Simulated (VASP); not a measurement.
# Ta6Si in VASP: single point with PBE

Aim: the single point of Ta6Si with PBE.

Everything below comes from runs of VASP 6.6.1. Logs are shortened: lines on timing, memory, paths and dates and some standing lists are left out, and cuts for length are marked.

## Step 1: The cell of the first run

The cell holds a slab with vacuum, 7 atoms: a = 4.694 Å, b = 4.694 Å, c = 21.488 Å, α = 90.00°, β = 90.00°, γ = 120.00°.

## Step 2: Single point, PBE, collinear spin, ferromagnetic start

Input file INCAR:

```
PREC = Accurate
ENCUT = 400
EDIFF = 1E-6
ISMEAR = 0
SIGMA = 0.1
LREAL = False
LASPH = True
NELM = 200
ALGO = Normal
ISIF = 2
LWAVE = False
LCHARG = False
ISPIN = 2
MAGMOM = 0 0 0 0 0 0 2
LORBIT = 11
LMAXMIX = 4
LDIPOL = True
IDIPOL = 3
DIPOL = 0.5 0.5 0.324
GGA = PE
NBANDS = 48
GGA_COMPAT = False
NELMDL = -8
```

Input file KPOINTS:

```
Automatic mesh
0
Gamma
  6 6 1
```

Input file POSCAR:

```
Ta6Si
1.0
    4.6937283341      0.0000000000      0.0000000000
   -2.3468641670      4.0648879758      0.0000000000
    0.0000000000      0.0000000000     21.4881921123
Ta Si
6 1
Direct
    0.6666666667      0.3333333333      0.1861487453
    0.3333333333      0.6666666667      0.2307361763
    0.0000000000      0.0000000000      0.2753236074
    0.6666666667      0.3333333333      0.3164374187
    0.3333333333      0.6666666667      0.3553085563
    0.0000000000      0.0000000000      0.3950165778
    0.8888888889     -0.8888888889      0.5067058250
```

Potentials or basis: VASP PAW PBE potentials, release 64 (Ta_pv, Si).

Run with:

```bash
$ cat potpaw_PBE.64/Ta_pv/POTCAR potpaw_PBE.64/Si/POTCAR > POTCAR
$ mpirun -np 1 vasp_std > vasp.out
```

OUTCAR:

```text
PREC = Accurate
   ENCUT = 400
   EDIFF = 1E-6
   ISMEAR = 0
   LREAL = False
   LASPH = True
   NELM = 200
   ISIF = 2
   ISPIN = 2
   LORBIT = 11
   GGA = PE
   NELMDL = -8

 ion  position               nearest neighbor table
   1  0.667  0.333  0.186-   4 2.80   2 2.87   2 2.87   2 2.87   3 3.32   3 3.32   3 3.32
   2  0.333  0.667  0.231-   5 2.68   1 2.87   1 2.87   3 2.87   1 2.87   3 2.87   3 2.87   4 3.28
                             4 3.28   4 3.28
   3  0.000  0.000  0.275-   6 2.57   4 2.85   4 2.85   4 2.85   2 2.87   2 2.87   2 2.87   5 3.21
                             5 3.21   5 3.21   1 3.32   1 3.32   1 3.32
   4  0.667  0.333  0.316-   1 2.80   5 2.84   5 2.84   5 2.84   3 2.85   3 2.85   3 2.85   6 3.19
                             6 3.19   6 3.19   2 3.28   2 3.28   2 3.28
   5  0.333  0.667  0.355-   2 2.68   4 2.84   4 2.84   4 2.84   6 2.84   6 2.84   6 2.84   3 3.21
                             3 3.21   3 3.21
   6  0.000  0.000  0.395-   7 2.56   3 2.57   5 2.84   5 2.84   5 2.84   4 3.19   4 3.19   4 3.19

   7  0.889  0.111  0.507-   6 2.56

  LATTYP: Found a hexagonal cell.
 ALAT       =     4.6937283341
 C/A-ratio  =     4.5780647244

  Lattice vectors:

 A1 = (   4.6937283341,   0.0000000000,   0.0000000000)
 A2 = (  -2.3468641670,   4.0648879758,   0.0000000000)
 A3 = (   0.0000000000,   0.0000000000,  21.4881921123)

Analysis of symmetry for initial positions (statically):
=====================================================================
 Subroutine PRICEL returns:
 Original cell was already a primitive cell.

 Routine SETGRP: Setting up the symmetry group for a
 hexagonal supercell.

 Subroutine GETGRP returns: Found  2 space group operations
 (whereof  2 operations were pure point group operations)
 out of a pool of 24 trial point group operations.

The static configuration has the point symmetry C_1h.

Analysis of symmetry for dynamics (positions and initial velocities):
=====================================================================
 Subroutine PRICEL returns:
 Original cell was already a primitive cell.

 Routine SETGRP: Setting up the symmetry group for a
 hexagonal supercell.

 Subroutine GETGRP returns: Found  2 space group operations
 (whereof  2 operations were pure point group operations)
 out of a pool of 24 trial point group operations.

The dynamic configuration has the point symmetry C_1h.

Analysis of structural, dynamic, and magnetic symmetry:
=====================================================================
 Subroutine PRICEL returns:
 Original cell was already a primitive cell.

 Routine SETGRP: Setting up the symmetry group for a
 hexagonal supercell.

 Subroutine GETGRP returns: Found  2 space group operations
 (whereof  2 operations were pure point group operations)
 out of a pool of 24 trial point group operations.

The overall configuration has the point symmetry C_1h.

 Subroutine INISYM returns: Found  2 space group operations
 (whereof  2 operations are pure point group operations),
 and found     1 'primitive' translations

----------------------------------------------------------------------------------------

                                     Primitive cell

  volume of cell :     409.9835

  direct lattice vectors                    reciprocal lattice vectors
     4.693728334  0.000000000  0.000000000     0.213050251  0.123004620  0.000000000
    -2.346864167  4.064887976  0.000000000     0.000000000  0.246009240  0.000000000
     0.000000000  0.000000000 21.488192112     0.000000000  0.000000000  0.046537186

  length of vectors
     4.693728334  4.693728334 21.488192112     0.246009240  0.246009240  0.046537186

  position of ions in fractional coordinates (direct lattice)
     0.666666667  0.333333333  0.186148745
     0.333333333  0.666666667  0.230736176
     0.000000000  0.000000000  0.275323607
     0.666666667  0.333333333  0.316437419
     0.333333333  0.666666667  0.355308556
     0.000000000  0.000000000  0.395016578
     0.888888889  0.111111111  0.506705825

  ion indices of the primitive-cell ions
   primitive index   ion index
                 1           1
                 2           2
                 3           3
                 4           4
                 5           5
                 6           6
                 7           7

----------------------------------------------------------------------------------------

 KPOINTS: Automatic mesh

Automatic generation of k-mesh.
 Grid dimensions read from file:
 generate k-points for:    6    6    1

 Generating k-lattice:

  Cartesian coordinates                     Fractional coordinates (reciprocal lattice)
     0.035508375  0.020500770  0.000000000     0.166666667  0.000000000  0.000000000
     0.000000000  0.041001540  0.000000000     0.000000000  0.166666667  0.000000000
     0.000000000  0.000000000  0.046537186     0.000000000  0.000000000  1.000000000

  Length of vectors
     0.041001540  0.041001540  0.046537186

  Shift w.r.t. Gamma in fractional coordinates (k-lattice)
     0.000000000  0.000000000  0.000000000

 Subroutine IBZKPT returns following result:
 ===========================================

 Found     13 irreducible k-points:

 Following reciprocal coordinates:
            Coordinates               Weight
  0.000000  0.000000  0.000000      1.000000
  0.166667 -0.000000  0.000000      4.000000
 -0.166667  0.166667  0.000000      2.000000
  0.333333  0.000000  0.000000      4.000000
 -0.333333  0.333333  0.000000      2.000000
  0.500000  0.000000  0.000000      2.000000
  0.500000  0.500000  0.000000      1.000000
  0.166667  0.166667  0.000000      2.000000
 -0.166667  0.333333  0.000000      4.000000
  0.333333  0.166667  0.000000      4.000000
 -0.166667  0.500000  0.000000      4.000000
  0.500000  0.333333  0.000000      4.000000
  0.333333  0.333333  0.000000      2.000000
   k-points           NKPTS =     13   k-points in BZ     NKDIM =     13   number of bands    NBANDS=     48
   number of dos      NEDOS =    301   number of ions     NIONS =      7
   total plane-waves  NPLWV = 143360
   dimension x,y,z NGX =    32 NGY =   32 NGZ =  140
   dimension x,y,z NGXF=    64 NGYF=   64 NGZF=  280
   ions per type =               6   1
   NGX,Y,Z   is equivalent  to a cutoff of  11.33, 11.33, 10.83 a.u.
   NGXF,Y,Z  is equivalent  to a cutoff of  22.67, 22.67, 21.66 a.u.
 SYSTEM =  unknown system
   PREC   = accura    normal or accurate (medium, high low for compatibility)
   ISTART =      0    job   : 0-new  1-cont  2-samecut
   ICHARG =      2    charge: 1-file 2-atom 10-const
   ISPIN  =      2    spin polarized calculation?
   LNONCOLLINEAR =      F non collinear calculations
   LSORBIT =      F    spin-orbit coupling
   LASPH  =      T    aspherical Exc in radial PAW
   ENCUT  =  400.0 eV  29.40 Ry    5.42 a.u.   7.65  7.65 35.04*2*pi/ulx,y,z
   NELM   =    200;   NELMIN=  2; NELMDL= -8     # of ELM steps
   EDIFF  = 0.1E-05   stopping-criterion for ELM
   LREAL  =      F    real-space projection
   EDIFFG = 0.1E-04   stopping-criterion for IOM
   NSW    =      0    number of steps for IOM
   IBRION =     -1    ionic relax: 0-MD 1-quasi-New 2-CG
   NFREE  =      0    steps in history (QN), initial steepest desc. (CG)
   ISIF   =      2    stress and relaxation
   ISYM   =      2    0-nonsym 1-usesym 2-fastsym
   POTIM  = 0.5000    time-step for ionic-motion
   TEBEG  =    0.0;   TEEND  =   0.0 temperature during run
   PSTRESS=    0.0 pullay stress
   NELECT =      70.0000    total number of electrons
   NUPDOWN=      -1.0000    fix difference up-down
   EMIN   =  10.00;   EMAX   =-10.00  energy-range for DOS
   EFERMI =   0.00;   METHOD = LEGACY
   ISMEAR =     0;   SIGMA  =   0.10  broadening in eV -4-tet -1-fermi 0-gaus
   EFERMI_NEDOS =   21; number of points for ismear=-14 and -15
   IALGO  =     38    algorithm
   IMIX   =      4    mixing-type and parameters
     AMIX     =   0.40;   BMIX     =  1.00
     AMIX_MAG =   1.60;   BMIX_MAG =  1.00
  volume/ion in A,a.u.               =      58.57       395.24
  Fermi-wavevector in a.u.,A,eV,Ry     =   0.908208  1.716264 11.222656  0.824842
  Thomas-Fermi vector in A             =   2.032107
   LORBIT       =     11    0 simple, 1 ext, 2 COOP (PROOUT), +10 PAW based schemes
   GGA     = PE    functional components
   LHFCALC =     F    Hartree Fock is set to
   AEXX    =    0.0000 exact exchange contribution
   IVDW    =     0    specifies the selected vdW correction
   LEPSILON=     F    determine dielectric tensor
   LRPA    =     F    only Hartree local field effects (RPA)
 spin polarized calculation
 Gauss-broadening in eV      SIGMA  =   0.10
  energy-cutoff  :      400.00
  volume of cell :      409.98
 maximum number of plane-waves:      7517
 NGX is ok and might be reduce to    32
   NGX = 15   NGY = 15   NGZ = 71

 dipolmoment           0.000000      0.000000     -0.023003 electrons x Angstroem

 number of electron      69.9999997 magnetization      -0.0000135

 number of electron      69.9999997 magnetization       0.0000006

 dipolmoment           0.000000      0.000000      0.142807 electrons x Angstroem

 Free energy of the ion-electron system (eV)
  ---------------------------------------------------
  ext. energy  EPLUGINS =         0.00000000
  ---------------------------------------------------
  free energy    TOTEN  =       -67.66280016 eV

  energy without entropy =      -67.62750548  energy(sigma->0) =      -67.64515282

 E-fermi :  -0.9514     XC(G=0):  -5.0493

 val. band max:       -0.9804950405   @ k =  -0.1667   0.3333   0.0000
 cond. band min:      -0.9407908385   @ k =   0.1667   0.1667   0.0000
 fundamental gap:      0.0397042020
 Fermi energy:        -0.9514194271

 spin component 1

 k-point     1 :       0.0000    0.0000    0.0000
  band No.  band energies     occupation
      1     -35.5536      1.00000
      2     -35.4188      1.00000
      3     -35.3357      1.00000
      4     -35.3348      1.00000
      5     -35.1863      1.00000
      6     -35.1803      1.00000
[... 39 lines left out ...]
     46       2.4344      0.00000
     47       2.6617      0.00000
[... 558 lines left out ...]
      6     -35.1531      1.00000
[... 39 lines left out ...]
     46       1.5883      0.00000
     47       1.9285      0.00000
 Fermi energy:        -0.9514194271

 spin component 2

 k-point     1 :       0.0000    0.0000    0.0000
  band No.  band energies     occupation
      1     -35.5536      1.00000
      2     -35.4188      1.00000
      3     -35.3357      1.00000
      4     -35.3348      1.00000
      5     -35.1863      1.00000
      6     -35.1803      1.00000
[... 39 lines left out ...]
     46       2.4344      0.00000
     47       2.6607      0.00000
[... 558 lines left out ...]
      6     -35.1531      1.00000
[... 39 lines left out ...]
     46       1.5883      0.00000
     47       1.9285      0.00000
 [bands above 47 left out]

------------------------ aborting loop because EDIFF is reached ----------------------------------------

 vacuum level on the upper side and lower side of the slab       (xc-potential included)         0.590        -0.747

  FORCE on cell =-STRESS in cart. coord.  units (eV):
  Direction    XX          YY          ZZ          XY          YZ          ZX
  --------------------------------------------------------------------------------------
  -------------------------------------------------------------------------------------
  Total       -4.2165749     -4.9659566     -4.5457958     -0.6489836      0.5173342     -0.8960466
  in kB      -16.4779808    -19.4064945    -17.7645453     -2.5361673      2.0216939     -3.5016663
  external PRESSURE =     -17.8830069 kB  Pullay stress =       0.0000000 kB

 VOLUME and BASIS-vectors are now :
 -----------------------------------------------------------------------------
  energy-cutoff  :      400.00
  volume of cell :      409.98
      direct lattice vectors                 reciprocal lattice vectors
     4.693728334  0.000000000  0.000000000     0.213050251  0.123004620  0.000000000
    -2.346864167  4.064887976  0.000000000     0.000000000  0.246009240  0.000000000
     0.000000000  0.000000000 21.488192112     0.000000000  0.000000000  0.046537186

 POSITION                                       TOTAL-FORCE (eV/Angst)
 -----------------------------------------------------------------------------------
      2.34686      1.35496      4.00000         0.033570     -0.019382      1.807166
     -0.00000      2.70993      4.95810         0.010988     -0.006344     -0.375278
      0.00000      0.00000      5.91621        -0.124773      0.072038     -1.959005
      2.34686      1.35496      6.79967        -0.000391      0.000226      0.061339
     -0.00000      2.70993      7.63494         0.312086     -0.180183      1.036399
      0.00000      0.00000      8.48819         0.086147     -0.049737      0.154301
      3.91144      0.45165     10.88819        -0.317628      0.183383     -0.724921
 -----------------------------------------------------------------------------------
    total drift:                               -0.000166      0.000096      0.000221

  FREE ENERGIE OF THE ION-ELECTRON SYSTEM (eV)
  ---------------------------------------------------
  free  energy   TOTEN  =       -67.6628001571 eV

  energy  without entropy=      -67.6275054780  energy(sigma->0) =      -67.64515282

 vacuum level on the upper side and lower side of the slab         3.813         2.475

 total charge

# of ion       s       p       d       tot
------------------------------------------
    1        0.385   6.009   2.367   8.761
    2        0.388   6.108   2.453   8.949
    3        0.377   6.163   2.385   8.926
    4        0.370   6.172   2.352   8.894
    5        0.394   6.126   2.466   8.986
    6        0.397   6.079   2.462   8.939
    7        0.926   0.600   0.000   1.526
--------------------------------------------------
tot          3.237  37.258  14.484  54.980

 magnetization (x)

# of ion       s       p       d       tot
------------------------------------------
    1       -0.000  -0.000  -0.000  -0.000
    2       -0.000  -0.000   0.000   0.000
    3        0.000   0.000   0.000   0.000
    4       -0.000  -0.000  -0.000  -0.000
    5        0.000   0.000   0.000   0.000
    6        0.000   0.000  -0.000  -0.000
    7        0.000   0.000   0.000   0.000
--------------------------------------------------
tot          0.000   0.000  -0.000  -0.000
```

Run time: 19 min. Hardware: 1 thread of Intel Xeon 6975P-C, shared host; peak memory 0.62 GiB.

Results:

```
Free energy                                           : -67.6628 eV
Largest force                                         : 1.964 eV/Å
Band gap on the k mesh                                : zero (filled and empty bands overlap)
Net moment                                            : 0.00 μB per cell
Valence electrons inside the program's atomic spheres : Ta 8.76, 8.95, 8.93, 8.89, 8.99, 8.94; Si 1.53
```

Forces in eV/Å, atoms in the order of the input:
```
Ta   0.034 -0.019  1.807
Ta   0.011 -0.006 -0.375
Ta  -0.125  0.072 -1.959
Ta   0.000  0.000  0.061
Ta   0.312 -0.180  1.036
Ta   0.086 -0.050  0.154
Si  -0.318  0.183 -0.725
```

Caveat: spin-orbit coupling is left out, which moves the levels of the heavy elements.
